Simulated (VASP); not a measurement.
# Na2F (P4/mmm) in VASP: further runs, part 2 of 2

VASP 6.6.1. The steps go on from the part before.

## (3) Relaxation of cell and atoms, PBE (atoms taken out)

Input file INCAR:

```
SYSTEM = Na2F
  PREC = Accurate
  ENCUT = 600
  EDIFF = 1E-6
  ISMEAR = 0
  SIGMA = 0.1
  LREAL = .FALSE.
  LASPH = .TRUE.
  NELM = 60
  ALGO = Normal
  ISIF = 3
  LWAVE = .FALSE.
  LCHARG = .FALSE.
  GGA = PE
  IBRION = 2
  NSW = 100
  EDIFFG = -0.01
```

Input file KPOINTS:

```
regular mesh
0
G
  14 14 10
  0 0 0
```

Input file POSCAR:

```
Na2F
1.0
    3.3734618920      0.0000000000      0.0000000000
    0.0000000000      3.3734618920      0.0000000000
    0.0000000000      0.0000000000      5.3129848203
Na F
2 1
Direct
    0.0000000000      0.0000000000      0.0000000000
    0.5000000000      0.5000000000      0.5000000000
    0.0000000000      0.0000000000      0.5000000000
```

Potentials or basis: VASP PAW PBE potentials, release 64 (Na_pv, F).

Command:

```console
$ cat potpaw_PBE.64/Na_pv/POTCAR potpaw_PBE.64/F/POTCAR > POTCAR
$ mpirun -np 1 vasp_std > vasp.out
```

OUTCAR:

```text
SYSTEM = Na2F
   PREC = Accurate
   ENCUT = 600
   EDIFF = 1E-6
   ISMEAR = 0
   LREAL = .FALSE.
   LASPH = .TRUE.
   NELM = 60
   ISIF = 3
   GGA = PE
   IBRION = 2
   NSW = 100
   EDIFFG = -0.01

 ion  position               nearest neighbor table
   1  0.000  0.000  0.000-
   2  0.500  0.500  0.500-
   3  0.000  0.000  0.500-

  LATTYP: Found a simple tetragonal cell.
 ALAT       =     3.3734618920
 C/A-ratio  =     1.5749354789

  Lattice vectors:

 A1 = (   3.3734618920,   0.0000000000,   0.0000000000)
 A2 = (   0.0000000000,   3.3734618920,   0.0000000000)
 A3 = (   0.0000000000,   0.0000000000,   5.3129848203)

Analysis of symmetry for initial positions (statically):
=====================================================================
 Subroutine PRICEL returns:
 Original cell was already a primitive cell.

 Routine SETGRP: Setting up the symmetry group for a
 simple tetragonal supercell.

 Subroutine GETGRP returns: Found 16 space group operations
 (whereof 16 operations were pure point group operations)
 out of a pool of 16 trial point group operations.

The static configuration has the point symmetry D_4h.

Analysis of symmetry for dynamics (positions and initial velocities):
=====================================================================
 Subroutine PRICEL returns:
 Original cell was already a primitive cell.

 Routine SETGRP: Setting up the symmetry group for a
 simple tetragonal supercell.

 Subroutine GETGRP returns: Found 16 space group operations
 (whereof 16 operations were pure point group operations)
 out of a pool of 16 trial point group operations.

The dynamic configuration has the point symmetry D_4h.

 Subroutine INISYM returns: Found 16 space group operations
 (whereof 16 operations are pure point group operations),
 and found     1 'primitive' translations

----------------------------------------------------------------------------------------

                                     Primitive cell

  volume of cell :      60.4631

  direct lattice vectors                    reciprocal lattice vectors
     3.373461892  0.000000000  0.000000000     0.296431391  0.000000000  0.000000000
     0.000000000  3.373461892  0.000000000     0.000000000  0.296431391  0.000000000
     0.000000000  0.000000000  5.312984820     0.000000000  0.000000000  0.188218117

  length of vectors
     3.373461892  3.373461892  5.312984820     0.296431391  0.296431391  0.188218117

  position of ions in fractional coordinates (direct lattice)
     0.000000000  0.000000000  0.000000000
     0.500000000  0.500000000  0.500000000
     0.000000000  0.000000000  0.500000000

  ion indices of the primitive-cell ions
   primitive index   ion index
                 1           1
[... 115 lines left out ...]

 number of electron      21.0000013 magnetization

 Free energy of the ion-electron system (eV)
  ---------------------------------------------------
  ext. energy  EPLUGINS =         0.00000000
  ---------------------------------------------------
  free energy    TOTEN  =        -9.38904205 eV

  energy without entropy =       -9.38651336  energy(sigma->0) =       -9.38777770

------------------------ aborting loop because EDIFF is reached ----------------------------------------

  FORCE on cell =-STRESS in cart. coord.  units (eV):
  Direction    XX          YY          ZZ          XY          YZ          ZX
  --------------------------------------------------------------------------------------
  -------------------------------------------------------------------------------------
  Total       -0.0318675     -0.0318675     -0.0270117      0.0000000      0.0000000      0.0000000
  in kB       -0.8444380     -0.8444380     -0.7157691      0.0000000      0.0000000      0.0000000
  external PRESSURE =      -0.8015484 kB  Pullay stress =       0.0000000 kB

 VOLUME and BASIS-vectors are now :
 -----------------------------------------------------------------------------
  energy-cutoff  :      600.00
  volume of cell :       60.46
      direct lattice vectors                 reciprocal lattice vectors
     3.373461892  0.000000000  0.000000000     0.296431391  0.000000000  0.000000000
     0.000000000  3.373461892  0.000000000     0.000000000  0.296431391  0.000000000
     0.000000000  0.000000000  5.312984820     0.000000000  0.000000000  0.188218117

 POSITION                                       TOTAL-FORCE (eV/Angst)
 -----------------------------------------------------------------------------------
      0.00000      0.00000      0.00000         0.000000      0.000000      0.000000
      1.68673      1.68673      2.65649         0.000000      0.000000      0.000000
      0.00000      0.00000      2.65649         0.000000      0.000000      0.000000
 -----------------------------------------------------------------------------------
    total drift:                                0.000000      0.000000      0.000000

  FREE ENERGIE OF THE ION-ELECTRON SYSTEM (eV)
  ---------------------------------------------------
  free  energy   TOTEN  =        -9.3890420522 eV

  energy  without entropy=       -9.3865133554  energy(sigma->0) =       -9.38777770

--------------------------------------- Ionic step        2  -------------------------------------------

 number of electron      21.0000012 magnetization

 Free energy of the ion-electron system (eV)
  ---------------------------------------------------
  ext. energy  EPLUGINS =         0.00000000
  ---------------------------------------------------
  free energy    TOTEN  =        -9.38909005 eV

  energy without entropy =       -9.38656422  energy(sigma->0) =       -9.38782713

 E-fermi :   1.6491     XC(G=0):  -7.6961

 val. band max:        1.6253711567   @ k =   0.2857   0.2857   0.2000
 cond. band min:       1.6516486408   @ k =   0.3571   0.2143   0.1000
 fundamental gap:      0.0262774840
 Fermi energy:         1.6491215801

 k-point     1 :       0.0000    0.0000    0.0000
  band No.  band energies     occupation
      1     -23.3005      2.00000
      2     -23.3005      2.00000
      3     -23.2937      2.00000
      4     -22.9171      2.00000
      5     -22.7961      2.00000
      6     -22.7961      2.00000
      7     -22.1044      2.00000
      8      -3.8812      2.00000
      9      -3.3835      2.00000
     10      -3.3835      2.00000
     11      -0.8696      2.00000
     12       4.9006      0.00000
     13       6.5010      0.00000
     14       9.4434      0.00000
[... 377 lines left out ...]
      1     -23.3418      2.00000
      2     -23.3171      2.00000
      3     -23.2845      2.00000
      4     -22.9946      2.00000
      5     -22.9120      2.00000
      6     -22.8150      2.00000
      7     -21.8568      2.00000
      8      -4.0808      2.00000
      9      -3.6687      2.00000
     10      -3.6640      2.00000
     11       1.6188      1.33192
     12       5.3093      0.00000
     13       6.1154      0.00000
     14       8.7564      0.00000

 [... further k-points ...]

------------------------ aborting loop because EDIFF is reached ----------------------------------------

  FORCE on cell =-STRESS in cart. coord.  units (eV):
  Direction    XX          YY          ZZ          XY          YZ          ZX
  --------------------------------------------------------------------------------------
  -------------------------------------------------------------------------------------
  Total       -0.0195145     -0.0195145     -0.0203017      0.0000000      0.0000000     -0.0000000
  in kB       -0.5178599     -0.5178599     -0.5387493      0.0000000      0.0000000     -0.0000000
  external PRESSURE =      -0.5248230 kB  Pullay stress =       0.0000000 kB

 VOLUME and BASIS-vectors are now :
 -----------------------------------------------------------------------------
  energy-cutoff  :      600.00
  volume of cell :       60.37
      direct lattice vectors                 reciprocal lattice vectors
     3.371733138  0.000000000  0.000000000     0.296583377  0.000000000 -0.000000000
     0.000000000  3.371733138  0.000000000     0.000000000  0.296583377 -0.000000000
     0.000000000  0.000000000  5.310677005    -0.000000000  0.000000000  0.188299910

 POSITION                                       TOTAL-FORCE (eV/Angst)
 -----------------------------------------------------------------------------------
      0.00000      0.00000      0.00000        -0.000000     -0.000000      0.000000
      1.68587      1.68587      2.65534         0.000000      0.000000      0.000000
      0.00000      0.00000      2.65534        -0.000000     -0.000000      0.000000
 -----------------------------------------------------------------------------------
    total drift:                                0.000000      0.000000      0.000000

  FREE ENERGIE OF THE ION-ELECTRON SYSTEM (eV)
  ---------------------------------------------------
  free  energy   TOTEN  =        -9.3890900543 eV

  energy  without entropy=       -9.3865642152  energy(sigma->0) =       -9.38782713

 reached required accuracy - stopping structural energy minimisation
```

OSZICAR:

```text
N       E                     dE             d eps       ncg     rms          rms(c)
DAV:   1     0.211964698968E+03    0.21196E+03   -0.12256E+04  6104   0.178E+03
DAV:   2     0.952020180194E+01   -0.20244E+03   -0.19628E+03  6930   0.447E+02
DAV:   3    -0.102725295487E+02   -0.19793E+02   -0.19736E+02  6632   0.140E+02
[... 12 lines left out ...]
DAV:   1    -0.938947460893E+01   -0.43257E-03   -0.88058E-03  6360   0.158E+00    0.152E-01
DAV:   2    -0.938913924967E+01    0.33536E-03   -0.16941E-03  6048   0.402E-01    0.480E-02
DAV:   3    -0.938910438882E+01    0.34861E-04   -0.72312E-05  7850   0.154E-01    0.258E-02
DAV:   4    -0.938909052172E+01    0.13867E-04   -0.12559E-05  7392   0.844E-02    0.310E-03
DAV:   5    -0.938909005433E+01    0.46739E-06   -0.17453E-06  3858   0.277E-02
   2 F= -.93890901E+01 E0= -.93878271E+01  d E =-.480021E-04
```

CONTCAR:

```text
Na2F
   1.00000000000000
     3.3717331382487021    0.0000000000000000    0.0000000000000000
     0.0000000000000000    3.3717331382487021    0.0000000000000000
     0.0000000000000000    0.0000000000000000    5.3106770047638117
  Na              F
     2     1
Direct
     0.0000000000000000    0.0000000000000000    0.0000000000000000
     0.5000000000000000    0.5000000000000000    0.5000000000000000
     0.0000000000000000    0.0000000000000000    0.5000000000000000

  0.00000000E+00  0.00000000E+00  0.00000000E+00
  0.00000000E+00  0.00000000E+00  0.00000000E+00
  0.00000000E+00  0.00000000E+00  0.00000000E+00
```

It took 3.2 min on 1 thread of Intel Xeon Platinum 8259CL at 2.50GHz (Skylake/Cascade Lake), shared host; peak memory 0.32 GiB.

Results:

* Free energy: -9.3891 eV
* Relaxed volume: 20.12 Å³/atom
* Relaxed cell: a = 3.372 Å, b = 3.372 Å, c = 5.311 Å, α = 90.00°, β = 90.00°, γ = 90.00°
* Space group after relaxing (to 0.1 Å): P4/mmm (No. 123)
* Energy gained by relaxing: 0.0 meV/atom
* Ionic steps: 2
* Pressure after relaxing: -0.1 GPa
* Band gap on the k mesh: zero (an odd number of electrons rules out a gap without spin polarisation)

Final structure:
```xyz
3
Lattice="3.3717 0.0000 0.0000 0.0000 3.3717 0.0000 0.0000 0.0000 5.3107" Properties=species:S:1:pos:R:3 pbc="T T T"
Na    0.0000    0.0000    0.0000
Na    1.6859    1.6859    2.6553
F     0.0000    0.0000    2.6553
```

Caveat: the cell differs from its parent crystal (atoms taken out).

The gap in the log of VASP goes by the Fermi energy; the results here count the filled bands.